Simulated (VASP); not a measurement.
# Rh (R-3m) in VASP: further runs, part 2 of 2

VASP 6.6.1.

**4. Single point, PBE**

This run uses another cell than the first one, of 14.65 Å³/atom.

Input file INCAR:

```
PREC     = Accurate       # precision mode
ENCUT    = 520            # plane-wave cutoff, eV
EDIFF    = 1E-6           # SCF threshold, eV
ISMEAR   = 0              # smearing method
SIGMA    = 0.1            # smearing width, eV
LREAL    = F              # projectors in reciprocal space
LASPH    = T              # aspherical terms in the spheres
NELM     = 60             # most SCF steps
ALGO     = Fast           # electronic algorithm
ISIF     = 2              # what is computed and relaxed
LWAVE    = F              # write WAVECAR
LCHARG   = T              # write CHGCAR
GGA      = PE             # functional
LELF     = T              # ELF
LVHAR    = T            
NBANDS   = 22             # bands
```

Input file KPOINTS:

```
regular mesh
0
Gamma
  9 9 9
```

Input file POSCAR:

```
Rh
1.0
    1.3425440383      0.7751181619      4.6939687990
   -1.3425440383      0.7751181619      4.6939687990
    0.0000000000     -1.5502363238      4.6939687990
Rh
2
Direct
    0.0884216425      0.0884216425      0.0884216425
    0.9115783575      0.9115783575      0.9115783575
```

Run with:

```
$ cat potpaw_PBE.64/Rh_pv/POTCAR > POTCAR
$ mpirun -np 1 vasp_std > vasp.out
```

Wall time 66 s (1 thread of Intel Xeon 6975P-C (Granite Rapids), shared host); peak memory 0.26 GiB.

The run converged. Its results:

* Free energy: -14.1499 eV
* Pressure: -0.1 GPa
* Largest force: 0.004 eV/Å
* Band gap on the k mesh: zero (bands 15 and 16 overlap by 2.16 eV)

Forces on the atoms (eV/Å):
```
Rh   0.000  0.000  0.004
Rh   0.000  0.000 -0.004
```

Stress tensor (GPa, compression positive):
```
-0.03  0.00  0.00
 0.00 -0.03  0.00
 0.00  0.00 -0.14
```

Levels at points of the mesh, in eV from the Fermi level:
```tsv
k point	band 13	band 14	band 15	band 16	band 17	band 18
(0.00, 0.00, 0.00)	-2.52	-0.43	-0.43	-0.32	-0.32	0.41
```

**5. Relaxation of cell and atoms, PBE**

This run uses another cell than the first one, of 16.01 Å³/atom.

Input file INCAR:

```
  PREC = Accurate
  ENCUT = 600
  EDIFF = 1E-6
  ISMEAR = 0
  SIGMA = 0.1
  LREAL = False
  LASPH = True
  NELM = 60
  ALGO = Normal
  ISIF = 3
  LWAVE = False
  LCHARG = False
  GGA = PE
  IBRION = 2
  NSW = 90
  EDIFFG = -0.04
```

Input file KPOINTS:

```
regular mesh
0
Gamma
  6 6 6
```

Input file POSCAR:

```
Rh
1.0
    1.5688167880      0.9057567948      3.7566318419
   -1.5688167880      0.9057567948      3.7566318419
    0.0000000000     -1.8115135897      3.7566318419
Rh
2
Direct
    0.0577000000      0.0577000000      0.0577000000
    0.9423000000      0.9423000000      0.9423000000
```

Potentials or basis: VASP PAW PBE potentials, release 64 (Rh_pv).

Run with:

```
$ cat potpaw_PBE.64/Rh_pv/POTCAR > POTCAR
$ mpirun -np 1 vasp_std > vasp.out
```

OUTCAR:

```text
PREC = Accurate
   ENCUT = 600
   EDIFF = 1E-6
   ISMEAR = 0
   LREAL = False
   LASPH = True
   NELM = 60
   ISIF = 3
   GGA = PE
   IBRION = 2
   NSW = 90
   EDIFFG = -0.04

 ion  position               nearest neighbor table
   1  0.058  0.058  0.058-   2 1.30   2 3.05   2 3.05   2 3.05
   2  0.942  0.942  0.942-   1 1.30   1 3.05   1 3.05   1 3.05

 -----------------------------------------------------------------------------
|                                                                             |
|           W    W    AA    RRRRR   N    N  II  N    N   GGGG   !!!           |
|           W    W   A  A   R    R  NN   N  II  NN   N  G    G  !!!           |
|           W    W  A    A  R    R  N N  N  II  N N  N  G       !!!           |
|           W WW W  AAAAAA  RRRRR   N  N N  II  N  N N  G  GGG   !            |
|           WW  WW  A    A  R   R   N   NN  II  N   NN  G    G                |
|           W    W  A    A  R    R  N    N  II  N    N   GGGG   !!!           |
|                                                                             |
|     The distance between some ions is very small. Please check the          |
|     nearest-neighbor list in the OUTCAR file.                               |
|     I HOPE YOU KNOW WHAT YOU ARE DOING!                                     |
|                                                                             |
 -----------------------------------------------------------------------------

  LATTYP: Found a trigonal (rhomboedric) cell.
 ALAT       =     4.1705951951
[... 185 lines left out ...]

------------------------ aborting loop because EDIFF is reached ----------------------------------------

  FORCE on cell =-STRESS in cart. coord.  units (eV):
  Direction    XX          YY          ZZ          XY          YZ          ZX
  --------------------------------------------------------------------------------------
  -------------------------------------------------------------------------------------
  Total       -1.3391458     -1.3391458    272.8383566      0.0000000     -0.0000000     -0.0000000
  in kB      -66.9891922    -66.9891922  13648.4173082      0.0000000     -0.0000001     -0.0000000
  external PRESSURE =    4504.8129746 kB  Pullay stress =       0.0000000 kB
[... 2775 lines left out ...]
     18      11.2912      0.00000
     19      13.8556      0.00000

 [... further k-points ...]

[... ionic steps 4 to 21 ...]

--------------------------------------- Ionic step       22  -------------------------------------------

 number of electron      30.0000005 magnetization

------------------------ aborting loop because EDIFF is reached ----------------------------------------
[... 67 lines left out ...]
--------------------------------------- Ionic step       24  -------------------------------------------

 number of electron      30.0000005 magnetization

 Free energy of the ion-electron system (eV)
  ---------------------------------------------------
  ext. energy  EPLUGINS =         0.00000000
  ---------------------------------------------------
  free energy    TOTEN  =       -14.45316185 eV

  energy without entropy =      -14.43918980  energy(sigma->0) =      -14.44617583

 E-fermi :  11.3512     XC(G=0): -13.8788

 val. band max:       11.3340415096   @ k =   0.5000   0.1667   0.1667
 cond. band min:      11.3519989926   @ k =   0.1667   0.1667   0.1667
 fundamental gap:      0.0179574831
 Fermi energy:        11.3512110183
[... 557 lines left out ...]
  FREE ENERGIE OF THE ION-ELECTRON SYSTEM (eV)
  ---------------------------------------------------
  free  energy   TOTEN  =       -14.4531618547 eV

  energy  without entropy=      -14.4391898004  energy(sigma->0) =      -14.44617583

 reached required accuracy - stopping structural energy minimisation
```

OSZICAR:

```text
N       E                     dE             d eps       ncg     rms          rms(c)
DAV:   1     0.367044746452E+03    0.36704E+03   -0.20865E+04  1216   0.201E+03
DAV:   2     0.398797650451E+02   -0.32716E+03   -0.32060E+03  1252   0.554E+02
DAV:   3     0.308093529728E+02   -0.90704E+01   -0.87874E+01  1355   0.962E+01
DAV:   4     0.306884430376E+02   -0.12091E+00   -0.12079E+00  1331   0.112E+01
[... 269 lines left out ...]
DAV:   1    -0.144544467975E+02   -0.14599E-02   -0.90803E-02  1292   0.508E+00    0.282E-01
DAV:   2    -0.144532666831E+02    0.11801E-02   -0.92782E-03  1249   0.116E+00    0.756E-02
DAV:   3    -0.144531707120E+02    0.95971E-04   -0.27505E-04  1303   0.149E-01    0.308E-02
DAV:   4    -0.144531627932E+02    0.79187E-05   -0.22633E-05  1391   0.462E-02    0.116E-02
DAV:   5    -0.144531618547E+02    0.93854E-06   -0.19152E-06  1014   0.139E-02
  24 F= -.14453162E+02 E0= -.14446176E+02  d E =-.175194E-03
```

Wall time 4.5 min (1 thread of Intel Xeon 6975P-C (Granite Rapids), shared host); peak memory 0.22 GiB.

What came out:

| Property | Result |
| --- | --- |
| Free energy | -14.4532 eV |
| Relaxed volume | 14.08 Å³/atom |
| Relaxed cell | a = 4.665 Å, b = 4.665 Å, c = 4.665 Å, α = 33.91°, β = 33.91°, γ = 33.91° |
| Space group after relaxing (to 0.1 Å) | Fm-3m (No. 225) |
| Pressure after relaxing | -0.2 GPa |
| Largest force after relaxing | 0.014 eV/Å |
| Band gap on the k mesh | zero (bands 15 and 16 overlap by 2.03 eV) |

Forces in eV/Å, atoms in the order of the input:
```
Rh   0.000  0.000  0.014
Rh   0.000  0.000 -0.014
```

Final structure:
```
CELL_PARAMETERS angstrom
1.36057 0.78553 4.39277
-1.36057 0.78553 4.39277
0.00000 -1.57106 4.39277
ATOMIC_POSITIONS crystal
Rh 0.74994 0.74994 0.74994
Rh 0.25006 0.25006 0.25006
```

Caveat: the k points lie up to 0.45 Å⁻¹ apart in the final cell, too coarse for converged energies and pressures of a metal.

**6. Relaxation of cell and atoms, PBE**

Input file INCAR:

```
PREC = Accurate
ENCUT = 600
EDIFF = 1E-6
ISMEAR = 0
SIGMA = 0.1
LREAL = F
LASPH = T
NELM = 100
ALGO = Normal
ISIF = 3
LWAVE = F
LCHARG = F
GGA = PE
IBRION = 2
NSW = 90
EDIFFG = -0.04
```

Input file KPOINTS:

```
Automatic mesh
0
Gamma
  9 9 9
```

Input file POSCAR:

```
Rh
1.0
    1.3473380266      0.7778859723      4.6765387918
   -1.3473380266      0.7778859723      4.6765387918
    0.0000000000     -1.5557719446      4.6765387918
Rh
2
Direct
    0.0890441859      0.0890441859      0.0890441859
    0.9109558141      0.9109558141      0.9109558141
```

Potentials or basis: VASP PAW PBE potentials, release 64 (Rh_pv).

Run with:

```
$ cat potpaw_PBE.64/Rh_pv/POTCAR > POTCAR
$ mpirun -np 1 vasp_std > vasp.out
```

It took 2.4 min on 1 thread of Intel Xeon 6975P-C (Granite Rapids), shared host; peak memory 0.27 GiB.

The run converged. Its results:

```yaml
Free_energy: -14.1502 eV
Relaxed_volume: 14.64 Å³/atom
Relaxed_cell: a = 4.943 Å, b = 4.943 Å, c = 4.943 Å, α = 31.50°, β = 31.50°, γ = 31.50°
Space_group_after_relaxing_to_0.1_Å: R-3m (No. 166)
Energy_gained_by_relaxing: 1.2 meV/atom
Ionic_steps: 5
Pressure_after_relaxing: -0.1 GPa
Largest_force_after_relaxing: 0.019 eV/Å
Band_gap_on_the_k_mesh: zero (bands 15 and 16 overlap by 2.16 eV)
```

Forces in eV/Å, atoms in the order of the input:
```
Rh   0.000  0.000 -0.019
Rh   0.000  0.000  0.019
```

Stress tensor (GPa, compression positive):
```
 0.02  0.00  0.00
 0.00  0.02  0.00
 0.00  0.00 -0.30
```

Step by step:
| step | energy change (eV) | largest force (eV/Å) | pressure (GPa) | volume (Å³) |
| --- | --- | --- | --- | --- |
| 1 | 0.0000 | 0.1552 | -0.77 | 29.41 |
| 2 | -0.0016 | 0.0406 | 1.41 | 29.11 |
| 3 | -0.0021 | 0.0774 | 0.70 | 29.20 |
| 4 | -0.0021 | 0.0417 | -0.77 | 29.38 |
| 5 | -0.0025 | 0.0186 | -0.09 | 29.29 |

Final structure:
```cif
data_structure
_symmetry_space_group_name_H-M 'P 1'
_symmetry_Int_Tables_number 1
_cell_length_a 4.9434
_cell_length_b 4.9434
_cell_length_c 4.9434
_cell_angle_alpha 31.505
_cell_angle_beta 31.505
_cell_angle_gamma 31.505
_cell_volume 29.29
loop_
_atom_site_label
_atom_site_type_symbol
_atom_site_fract_x
_atom_site_fract_y
_atom_site_fract_z
_atom_site_occupancy
Rh1 Rh 0.08849 0.08849 0.08849 1
Rh2 Rh 0.91151 0.91151 0.91151 1
```

Levels at points of the mesh, in eV from the Fermi level:
```tsv
k point	band 11	band 12	band 13	band 14	band 15	band 16	band 17	band 18	band 19
(0.00, 0.00, 0.00)	-2.55	-2.52	-2.52	-0.43	-0.43	-0.32	-0.32	0.41	7.25
```

**7. Relaxation of cell and atoms, PBE**

This run uses another cell than the first one, of 14.41 Å³/atom.

Input file INCAR:

```
  PREC = Accurate
  ENCUT = 600
  EDIFF = 1E-6
  ISMEAR = 0
  SIGMA = 0.1
  LREAL = F
  LASPH = T
  NELM = 100
  ALGO = Normal
  ISIF = 3
  LWAVE = F
  LCHARG = F
  GGA = PE
  IBRION = 2
  NSW = 90
  EDIFFG = -0.04
```

Input file KPOINTS:

```
regular mesh
0
Gamma
  6 6 6
```

Input file POSCAR:

```
Rh
1.0
    1.6491597053      0.9521427998      3.0581689506
   -1.6491597053      0.9521427998      3.0581689506
    0.0000000000     -1.9042855996      3.0581689506
Rh
2
Direct
    0.2275400000      0.2275400000      0.2275400000
    0.7724600000      0.7724600000      0.7724600000
```

Potentials or basis: VASP PAW PBE potentials, release 64 (Rh_pv).

Run with:

```
$ cat potpaw_PBE.64/Rh_pv/POTCAR > POTCAR
$ mpirun -np 1 vasp_std > vasp.out
```

OUTCAR:

```text
PREC = Accurate
   ENCUT = 600
   EDIFF = 1E-6
   ISMEAR = 0
   LREAL = F
   LASPH = T
   NELM = 100
   ISIF = 3
   GGA = PE
   IBRION = 2
   NSW = 90
   EDIFFG = -0.04

 ion  position               nearest neighbor table
   1  0.228  0.228  0.228-   2 2.21   2 2.21   2 2.21   2 2.72   2 2.72   2 2.72
   2  0.772  0.772  0.772-   1 2.21   1 2.21   1 2.21   1 2.72   1 2.72   1 2.72

  LATTYP: Found a trigonal (rhomboedric) cell.
 ALAT       =     3.6025964214
 COS(alpha) =     0.5808936905

  Lattice vectors:

 A1 = (   1.6491597053,   0.9521427998,   3.0581689506)
 A2 = (  -1.6491597053,   0.9521427998,   3.0581689506)
 A3 = (   0.0000000000,  -1.9042855996,   3.0581689506)

Analysis of symmetry for initial positions (statically):
[... 176 lines left out ...]

 E-fermi :  11.4958     XC(G=0): -13.5226

 val. band max:       11.4635406735   @ k =   0.5000   0.5000   0.1667
 cond. band min:      11.5081573000   @ k =   0.1667   0.1667   0.0000
 fundamental gap:      0.0446166264
 Fermi energy:        11.4958473721
[... 1166 lines left out ...]
  FREE ENERGIE OF THE ION-ELECTRON SYSTEM (eV)
  ---------------------------------------------------
  free  energy   TOTEN  =       -12.6798598383 eV

  energy  without entropy=      -12.6595206756  energy(sigma->0) =      -12.66969026

[... ionic steps 4 to 7 ...]

--------------------------------------- Ionic step        8  -------------------------------------------

 number of electron      30.0000000 magnetization

------------------------ aborting loop because EDIFF is reached ----------------------------------------
[... 67 lines left out ...]
--------------------------------------- Ionic step       10  -------------------------------------------

 number of electron      30.0000001 magnetization

 Free energy of the ion-electron system (eV)
  ---------------------------------------------------
  ext. energy  EPLUGINS =         0.00000000
  ---------------------------------------------------
  free energy    TOTEN  =       -12.93243204 eV

  energy without entropy =      -12.91183563  energy(sigma->0) =      -12.92213383

 E-fermi :   9.1043     XC(G=0): -12.8109

 val. band max:        9.0972807346   @ k =   0.3333  -0.0000   0.0000
 cond. band min:       9.1085513730   @ k =   0.3333   0.1667   0.1667
 fundamental gap:      0.0112706384
 Fermi energy:         9.1043263762
[... 557 lines left out ...]
  FREE ENERGIE OF THE ION-ELECTRON SYSTEM (eV)
  ---------------------------------------------------
  free  energy   TOTEN  =       -12.9324320352 eV

  energy  without entropy=      -12.9118356279  energy(sigma->0) =      -12.92213383

 reached required accuracy - stopping structural energy minimisation
```

OSZICAR:

```text
N       E                     dE             d eps       ncg     rms          rms(c)
DAV:   1     0.362841329684E+03    0.36284E+03   -0.21467E+04  1216   0.203E+03
DAV:   2    -0.278530545652E+01   -0.36563E+03   -0.35579E+03  1264   0.559E+02
[... 99 lines left out ...]
DAV:   1    -0.130152591496E+02   -0.93434E-01   -0.10441E+01  1446   0.582E+01    0.267E+00
DAV:   2    -0.129351008657E+02    0.80158E-01   -0.11569E+00  1216   0.124E+01    0.627E-01
DAV:   3    -0.129320988055E+02    0.30021E-02   -0.24700E-02  1303   0.140E+00    0.296E-01
DAV:   4    -0.129323126371E+02   -0.21383E-03   -0.26524E-03  1258   0.456E-01    0.104E-01
DAV:   5    -0.129324273250E+02   -0.11469E-03   -0.45110E-04  1258   0.190E-01    0.342E-02
DAV:   6    -0.129324327156E+02   -0.53906E-05   -0.54926E-05  1258   0.767E-02    0.557E-03
DAV:   7    -0.129324320352E+02    0.68034E-06   -0.11449E-06   780   0.123E-02
  10 F= -.12932432E+02 E0= -.12922134E+02  d E =-.289111E-01
```

Wall time 9.9 min (1 thread of Intel Xeon 8259CL, shared host); peak memory 0.18 GiB.

Results:

```
Free energy                           : -12.9324 eV
Relaxed volume                        : 16.28 Å³/atom
Relaxed cell                          : a = 3.635 Å, b = 3.635 Å, c = 3.635 Å, α = 58.18°, β = 58.18°, γ = 58.18°
Space group after relaxing (to 0.1 Å) : R-3m (No. 166)
Pressure after relaxing               : 0.2 GPa
Largest force after relaxing          : 0.028 eV/Å
Band gap on the k mesh                : zero (bands 15 and 16 overlap by 2.26 eV)
```

Forces in eV/Å, atoms in the order of the input:
```
Rh   0.000  0.000 -0.028
Rh   0.000  0.000  0.028
```

Final structure:
```
Rh
1.0
     1.76742    1.02042    3.00860
    -1.76742    1.02042    3.00860
     0.00000   -2.04084    3.00860
Rh
2
Cartesian
  0.0000 0.0000 2.2584
  0.0000 0.0000 6.7674
```

Caveat: the k points lie up to 0.36 Å⁻¹ apart in the final cell, too coarse for converged energies and pressures of a metal.

**8. Summary**

| task | cell | k mesh | cutoff (eV) | gap on the mesh (eV) | pressure (GPa) | relaxed volume (Å³/atom) | largest force (eV/Å) |
| --- | --- | --- | --- | --- | --- | --- | --- |
| single point | a = 4.929 Å, angles 31.7°, 2 atoms, atomic positions A | 6 × 6 × 6 | 520 | none | 0.0 | - | 0.01 |
| single point | a = 4.171 Å, angles 44.2°, 2 atoms, atomic positions B | 6 × 6 × 6 | 520 | none | 450.5 | - | 210.27 |
| single point | a = 4.943 Å, angles 31.5°, 2 atoms, atomic positions C | 9 × 9 × 9 | 520 | none | -0.1 | - | - |
| relaxation of cell and atoms | relaxed from a = 4.171 Å, angles 44.2°, 2 atoms, atomic positions B | 6 × 6 × 6 | 600 | none | -0.2 | 14.08 | 0.01 |
| relaxation of cell and atoms | relaxed from a = 4.929 Å, angles 31.7°, 2 atoms, atomic positions A | 9 × 9 × 9 | 600 | none | -0.1 | 14.64 | 0.02 |
| relaxation of cell and atoms | relaxed from a = 3.603 Å, angles 54.5°, 2 atoms, atomic positions D | 6 × 6 × 6 | 600 | none | 0.2 | 16.28 | 0.03 |

Alike in all rows: level PBE; potentials or basis VASP PAW PBE potentials, release 64 (Rh_pv); no spin polarisation; smearing gaussian 0.1 eV.

Caveats: some runs use coarse meshes; atoms lie so close that the PAW spheres overlap strongly, which falsifies energies and pressures (at least some runs); forces of over 1 eV/Å act on the atoms, so gaps and moduli don't describe the material at rest (at least some runs).

Absolute energies hang on the potentials; compare differences alone.
